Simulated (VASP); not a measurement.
# Er4Br (I4/mmm) in VASP: a series of runs

Runs on Er4Br. Level: PBE. Tasks: single point.

All numbers are computed with VASP 6.6.1; they aren't measurements. Logs are shortened: lines on timing, memory, paths and dates and some standing lists are left out, and cuts for length are marked.

## Step 1: The cell of the first run

It takes space group I4/mmm (No. 139, tetragonal). Conventional cell: a = 5.666 Å, b = 5.666 Å, c = 9.203 Å, α = 90.00°, β = 90.00°, γ = 90.00°. Er (site symmetry mmm) has 2 Br at 2.83 Å and 4 Er at 3.37 Å within 3.7 Å. Within 3.7 Å of Er (site symmetry 4mm) lie 1 Br at 2.77 Å and 5 Er at 3.37 to 3.66 Å. Within 3.7 Å of Br (site symmetry 4/mmm) lie 6 Er at 2.77 to 2.83 Å.

The cell was generated, and may not be a known phase.

## Step 2: Single point, PBE

INCAR reads:

```
PREC = Accurate ; ENCUT = 500
EDIFF = 1E-6 ; ISMEAR = 0
SIGMA = 0.2 ; LREAL = F
LASPH = T ; NELM = 200
ALGO = Normal ; ISIF = 2
LWAVE = F ; LCHARG = F
GGA = PE ; NBANDS = 30
GGA_COMPAT = F ; LMAXMIX = 6
```

KPOINTS reads:

```
Automatic mesh
0
Gamma
  4 4 4
```

POSCAR reads:

```
Er4Br
1.0
   -2.8328221477      2.8328221477      4.6016825358
    2.8328221477     -2.8328221477      4.6016825358
    2.8328221477      2.8328221477     -4.6016825358
Er Br
4 1
Direct
    0.5000000000      0.0000000000      0.5000000000
    0.0000000000      0.5000000000      0.5000000000
    0.1988681159      0.1988681159      0.0000000000
    0.8011318841      0.8011318841      0.0000000000
    0.5000000000      0.5000000000      0.0000000000
```

Potentials or basis: VASP PAW PBE potentials, release 64 (Er_3, Br), 4f in core.

Started as:

```sh
$ cat potpaw_PBE.64/Er_3/POTCAR potpaw_PBE.64/Br/POTCAR > POTCAR
$ mpirun -np 1 vasp_std > vasp.out
```

OUTCAR:

```text
PREC = Accurate
   ENCUT = 500
   EDIFF = 1E-6
   ISMEAR = 0
   LREAL = F
   LASPH = T
   NELM = 200
   ISIF = 2
   GGA = PE

 ion  position               nearest neighbor table
   1  0.500  0.000  0.500-   5 2.83   5 2.83   3 3.37   4 3.37   3 3.37   4 3.37
   2  0.000  0.500  0.500-   5 2.83   5 2.83   3 3.37   4 3.37   4 3.37   3 3.37
   3  0.199  0.199  0.000-   5 2.77   2 3.37   1 3.37   2 3.37   1 3.37   4 3.66
   4  0.801  0.801  0.000-   5 2.77   1 3.37   2 3.37   2 3.37   1 3.37   3 3.66
   5  0.500  0.500  0.000-   3 2.77   4 2.77   1 2.83   2 2.83   1 2.83   2 2.83

  LATTYP: Found a body centered tetragonal cell.
 ALAT       =     5.6656442954
 C/A-ratio  =     1.6244163226

  Lattice vectors:

 A1 = (  -2.8328221477,   2.8328221477,   4.6016825358)
 A2 = (   2.8328221477,  -2.8328221477,   4.6016825358)
 A3 = (   2.8328221477,   2.8328221477,  -4.6016825358)

Analysis of symmetry for initial positions (statically):
=====================================================================
 Subroutine PRICEL returns:
 Original cell was already a primitive cell.

 Routine SETGRP: Setting up the symmetry group for a
 body centered tetragonal supercell.

 Subroutine GETGRP returns: Found 16 space group operations
 (whereof 16 operations were pure point group operations)
 out of a pool of 16 trial point group operations.

The static configuration has the point symmetry D_4h.

Analysis of symmetry for dynamics (positions and initial velocities):
=====================================================================
 Subroutine PRICEL returns:
 Original cell was already a primitive cell.

 Routine SETGRP: Setting up the symmetry group for a
 body centered tetragonal supercell.

 Subroutine GETGRP returns: Found 16 space group operations
 (whereof 16 operations were pure point group operations)
 out of a pool of 16 trial point group operations.

The dynamic configuration has the point symmetry D_4h.

 Subroutine INISYM returns: Found 16 space group operations
 (whereof 16 operations are pure point group operations),
 and found     1 'primitive' translations

----------------------------------------------------------------------------------------

                                     Primitive cell

  volume of cell :     147.7118

  direct lattice vectors                    reciprocal lattice vectors
    -2.832822148  2.832822148  4.601682536     0.000000000  0.176502433  0.108655909
[... 81 lines left out ...]
   LREAL  =      F    real-space projection
   EDIFFG = 0.1E-04   stopping-criterion for IOM
   NSW    =      0    number of steps for IOM
   IBRION =     -1    ionic relax: 0-MD 1-quasi-New 2-CG
   NFREE  =      0    steps in history (QN), initial steepest desc. (CG)
   ISIF   =      2    stress and relaxation
   ISYM   =      2    0-nonsym 1-usesym 2-fastsym
   POTIM  = 0.5000    time-step for ionic-motion
   TEBEG  =    0.0;   TEEND  =   0.0 temperature during run
   PSTRESS=    0.0 pullay stress
   NELECT =      43.0000    total number of electrons
   NUPDOWN=      -1.0000    fix difference up-down
   EMIN   =  10.00;   EMAX   =-10.00  energy-range for DOS
   EFERMI =   0.00;   METHOD = LEGACY
   ISMEAR =     0;   SIGMA  =   0.20  broadening in eV -4-tet -1-fermi 0-gaus
   EFERMI_NEDOS =   21; number of points for ismear=-14 and -15
   IALGO  =     38    algorithm
   IMIX   =      4    mixing-type and parameters
     AMIX     =   0.40;   BMIX     =  1.00
     AMIX_MAG =   1.60;   BMIX_MAG =  1.00
  volume/ion in A,a.u.               =      29.54       199.36
  Fermi-wavevector in a.u.,A,eV,Ry     =   1.084990  2.050335 16.016835  1.177204
  Thomas-Fermi vector in A             =   2.221094
   LORBIT       =      0    0 simple, 1 ext, 2 COOP (PROOUT), +10 PAW based schemes
   GGA     = PE    functional components
   LHFCALC =     F    Hartree Fock is set to
   AEXX    =    0.0000 exact exchange contribution
   IVDW    =     0    specifies the selected vdW correction
   LEPSILON=     F    determine dielectric tensor
   LRPA    =     F    only Hartree local field effects (RPA)
 non-spin polarized calculation
 Gauss-broadening in eV      SIGMA  =   0.20
  energy-cutoff  :      500.00
  volume of cell :      147.71
 maximum number of plane-waves:      3785
 NGX is ok and might be reduce to    48
   NGX = 23   NGY = 23   NGZ = 23

 number of electron      42.9999999 magnetization

 Free energy of the ion-electron system (eV)
  ---------------------------------------------------
  ext. energy  EPLUGINS =         0.00000000
  ---------------------------------------------------
  free energy    TOTEN  =       -20.87319988 eV

  energy without entropy =      -20.75524045  energy(sigma->0) =      -20.81422016

 E-fermi :   3.3045     XC(G=0):  -9.7620

 val. band max:        3.3014472920   @ k =   0.2500   0.2500   0.0000
 cond. band min:       3.3129957929   @ k =   0.5000   0.5000   0.0000
 fundamental gap:      0.0115485009
 Fermi energy:         3.3045000980

 k-point     1 :       0.0000    0.0000    0.0000
  band No.  band energies     occupation
      1     -21.6398      2.00000
      2     -21.6398      2.00000
      3     -21.6055      2.00000
      4     -21.6023      2.00000
      5     -21.5702      2.00000
      6     -21.5702      2.00000
[... 418 lines left out ...]
     29       5.6031      0.00000
     30       5.9955      0.00000

------------------------ aborting loop because EDIFF is reached ----------------------------------------

  FORCE on cell =-STRESS in cart. coord.  units (eV):
  Direction    XX          YY          ZZ          XY          YZ          ZX
  --------------------------------------------------------------------------------------
  -------------------------------------------------------------------------------------
  Total        0.2834507      0.2834507      0.5866648      0.0000000      0.0000000      0.0000000
  in kB        3.0744886      3.0744886      6.3633435      0.0000000      0.0000000      0.0000000
  external PRESSURE =       4.1707736 kB  Pullay stress =       0.0000000 kB

 VOLUME and BASIS-vectors are now :
 -----------------------------------------------------------------------------
  energy-cutoff  :      500.00
  volume of cell :      147.71
      direct lattice vectors                 reciprocal lattice vectors
    -2.832822148  2.832822148  4.601682536     0.000000000  0.176502433  0.108655909
     2.832822148 -2.832822148  4.601682536     0.176502433  0.000000000  0.108655909
     2.832822148  2.832822148 -4.601682536     0.176502433  0.176502433  0.000000000

 POSITION                                       TOTAL-FORCE (eV/Angst)
 -----------------------------------------------------------------------------------
      0.00000      2.83282      0.00000         0.000000      0.000000     -0.000000
      2.83282      0.00000      0.00000         0.000000      0.000000     -0.000000
      0.00000      0.00000      1.83026         0.000000      0.000000      0.054628
      0.00000      0.00000      7.37311        -0.000000     -0.000000     -0.054628
      0.00000      0.00000      4.60168         0.000000      0.000000     -0.000000
 -----------------------------------------------------------------------------------
    total drift:                                0.000000      0.000000      0.000000

  FREE ENERGIE OF THE ION-ELECTRON SYSTEM (eV)
  ---------------------------------------------------
  free  energy   TOTEN  =       -20.8731998765 eV

  energy  without entropy=      -20.7552404529  energy(sigma->0) =      -20.81422016
```

stdout:

```text
POSCAR found type information on POSCAR ErBr
 POSCAR found :  2 types and       5 ions
 scaLAPACK will be used
 LDA part: xc-table for (Slater+PW92), standard interpolation
 POSCAR, INCAR and KPOINTS ok, starting setup
 FFT: planning ... GRIDC
 FFT: planning ... GRID_SOFT
 FFT: planning ... GRID
 WAVECAR not read
 entering main loop
```

Wall time 55 s (1 thread of Intel Xeon 6975P-C (Granite Rapids), shared host); peak memory 0.34 GiB.

Results:

| Property | Result |
| --- | --- |
| Free energy | -20.8732 eV |
| Pressure | 0.4 GPa |
| Largest force | 0.055 eV/Å |
| Band gap on the k mesh | zero (an odd number of electrons rules out a gap without spin polarisation) |

Forces on the atoms (eV/Å):
```
Er   0.000  0.000  0.000
Er   0.000  0.000  0.000
Er   0.000  0.000  0.055
Er   0.000  0.000 -0.055
Br   0.000  0.000  0.000
```

Stress tensor (GPa, compression positive):
```
0.31 0.00 0.00
0.00 0.31 0.00
0.00 0.00 0.64
```

Caveat: spin-orbit coupling is left out, which moves the levels of the heavy elements; the 4f electrons are frozen in the core, so they carry no moment and show no levels; an odd number of electrons without spin polarisation forces a metal; a magnetic or distorted state may lie lower; the run has no spin polarisation, though such a crystal can be magnetic.

## Step 3: Single point, PBE

INCAR reads:

```
SYSTEM = Er4Br
PREC     = Accurate       ! precision mode
ENCUT    = 500            ! plane-wave cutoff, eV
EDIFF    = 1E-6           ! SCF threshold, eV
ISMEAR   = 0              ! smearing method
SIGMA    = 0.1            ! smearing width, eV
LREAL    = .False.        ! projectors in reciprocal space
LASPH    = .True.         ! aspherical terms in the spheres
NELM     = 200            ! most SCF steps
ALGO     = Normal         ! electronic algorithm
ISIF     = 2              ! what is computed and relaxed
LWAVE    = .False.        ! write WAVECAR
LCHARG   = .True.         ! write CHGCAR
GGA      = PE             ! functional
LELF     = .True.         ! ELF
LVHAR    = .True.       
NBANDS   = 30             ! bands
GGA_COMPAT= .False.      
LMAXMIX  = 6              ! l up to which the mixer works
```

KPOINTS reads:

```
Automatic mesh
0
Gamma
  4 4 4
  0 0 0
```

POSCAR is that of step 2.

Potentials or basis: VASP PAW PBE potentials, release 64 (Er_3, Br), 4f in core.

Started as:

```sh
$ cat potpaw_PBE.64/Er_3/POTCAR potpaw_PBE.64/Br/POTCAR > POTCAR
$ mpirun -np 1 vasp_std > vasp.out
```

OUTCAR:

```text
SYSTEM = Er4Br
   PREC = Accurate
   ENCUT = 500
   EDIFF = 1E-6
   ISMEAR = 0
   LREAL = .False.
   LASPH = .True.
   NELM = 200
   ISIF = 2
   GGA = PE

 ion  position               nearest neighbor table
   1  0.500  0.000  0.500-   5 2.83   5 2.83   3 3.37   4 3.37   3 3.37   4 3.37
   2  0.000  0.500  0.500-   5 2.83   5 2.83   3 3.37   4 3.37   4 3.37   3 3.37
   3  0.199  0.199  0.000-   5 2.77   2 3.37   1 3.37   2 3.37   1 3.37   4 3.66
   4  0.801  0.801  0.000-   5 2.77   1 3.37   2 3.37   2 3.37   1 3.37   3 3.66
   5  0.500  0.500  0.000-   3 2.77   4 2.77   1 2.83   2 2.83   1 2.83   2 2.83
[... 621 lines left out ...]
  -------------------------------------------------------------------------------------
  Total        0.2847916      0.2847916      0.5222766      0.0000000      0.0000000      0.0000000
  in kB        3.0890322      3.0890322      5.6649470      0.0000000      0.0000000      0.0000000
  external PRESSURE =       3.9476704 kB  Pullay stress =       0.0000000 kB

 VOLUME and BASIS-vectors are now :
 -----------------------------------------------------------------------------
  energy-cutoff  :      500.00
  volume of cell :      147.71
      direct lattice vectors                 reciprocal lattice vectors
    -2.832822148  2.832822148  4.601682536     0.000000000  0.176502433  0.108655909
     2.832822148 -2.832822148  4.601682536     0.176502433  0.000000000  0.108655909
     2.832822148  2.832822148 -4.601682536     0.176502433  0.176502433  0.000000000

 POSITION                                       TOTAL-FORCE (eV/Angst)
 -----------------------------------------------------------------------------------
      0.00000      2.83282      0.00000         0.000000      0.000000     -0.000000
      2.83282      0.00000      0.00000         0.000000      0.000000     -0.000000
      0.00000      0.00000      1.83026         0.000000      0.000000      0.023232
      0.00000      0.00000      7.37311        -0.000000     -0.000000     -0.023232
      0.00000      0.00000      4.60168         0.000000      0.000000     -0.000000
 -----------------------------------------------------------------------------------
    total drift:                                0.000000      0.000000      0.000000

  FREE ENERGIE OF THE ION-ELECTRON SYSTEM (eV)
  ---------------------------------------------------
  free  energy   TOTEN  =       -20.8270533898 eV

  energy  without entropy=      -20.7945370187  energy(sigma->0) =      -20.81079520
```

OSZICAR:

```text
N       E                     dE             d eps       ncg     rms          rms(c)
DAV:   1     0.318000615371E+03    0.31800E+03   -0.17465E+04  1232   0.134E+03
DAV:   2     0.192654986812E+02   -0.29874E+03   -0.29058E+03  1298   0.866E+02
DAV:   3    -0.176003127363E+02   -0.36866E+02   -0.34834E+02  1434   0.230E+02
DAV:   4    -0.209282665527E+02   -0.33280E+01   -0.31349E+01  1352   0.585E+01
DAV:   5    -0.211573614201E+02   -0.22909E+00   -0.22346E+00  1368   0.134E+01    0.374E+01
DAV:   6    -0.208323028088E+02    0.32506E+00   -0.12037E+00  1480   0.106E+01    0.213E+01
DAV:   7    -0.208343549257E+02   -0.20521E-02   -0.53123E-01  1488   0.630E+00    0.230E+00
DAV:   8    -0.208271174141E+02    0.72375E-02   -0.12246E-01  1352   0.347E+00    0.376E-01
DAV:   9    -0.208270187464E+02    0.98668E-04   -0.72885E-03  1304   0.902E-01    0.200E-01
DAV:  10    -0.208270529360E+02   -0.34190E-04   -0.75953E-04  1416   0.302E-01    0.757E-02
DAV:  11    -0.208270554502E+02   -0.25142E-05   -0.96062E-05  1440   0.806E-02    0.128E-02
DAV:  12    -0.208270533741E+02    0.20761E-05   -0.83939E-06  1144   0.440E-02    0.349E-03
DAV:  13    -0.208270533898E+02   -0.15749E-07   -0.16145E-06   832   0.168E-02
   1 F= -.20827053E+02 E0= -.20810795E+02  d E =-.325164E-01
```

stdout:

```text
POSCAR found type information on POSCAR ErBr
 POSCAR found :  2 types and       5 ions
 scaLAPACK will be used
 LDA part: xc-table for (Slater+PW92), standard interpolation
 POSCAR, INCAR and KPOINTS ok, starting setup
 FFT: planning ... GRIDC
 FFT: planning ... GRID_SOFT
 FFT: planning ... GRID
 WAVECAR not read
 entering main loop
```

It took 65 s on 1 thread of Intel Xeon 6975P-C (Granite Rapids), shared host; peak memory 0.33 GiB.

Results:

* Free energy: -20.8271 eV
* Pressure: 0.4 GPa
* Largest force: 0.023 eV/Å
* Band gap on the k mesh: zero (an odd number of electrons rules out a gap without spin polarisation)

Forces in eV/Å, atoms in the order of the input:
```
Er   0.000  0.000  0.000
Er   0.000  0.000  0.000
Er   0.000  0.000  0.023
Er   0.000  0.000 -0.023
Br   0.000  0.000  0.000
```

Levels at points of the mesh, in eV from the Fermi level:
```
           k point  band 20  band 21  band 22  band 23  band 24  band 25
(0.00, 0.00, 0.00)    -0.23    -0.23     0.17     1.36     1.36     1.65
(0.50, 0.00, 0.00)    -0.28    -0.18    -0.13     0.61     0.71     1.21
(0.50, 0.50, 0.00)    -0.70    -0.03     0.04     0.69     0.89     1.37
(0.50, 0.50, 0.50)    -0.30    -0.10    -0.10     0.97     1.33     1.65
```

Caveat: spin-orbit coupling is left out, which moves the levels of the heavy elements; the 4f electrons are frozen in the core, so they carry no moment and show no levels; an odd number of electrons without spin polarisation forces a metal; a magnetic or distorted state may lie lower; the run has no spin polarisation, though such a crystal can be magnetic.

The gap in the log of VASP goes by the Fermi energy; the results here count the filled bands.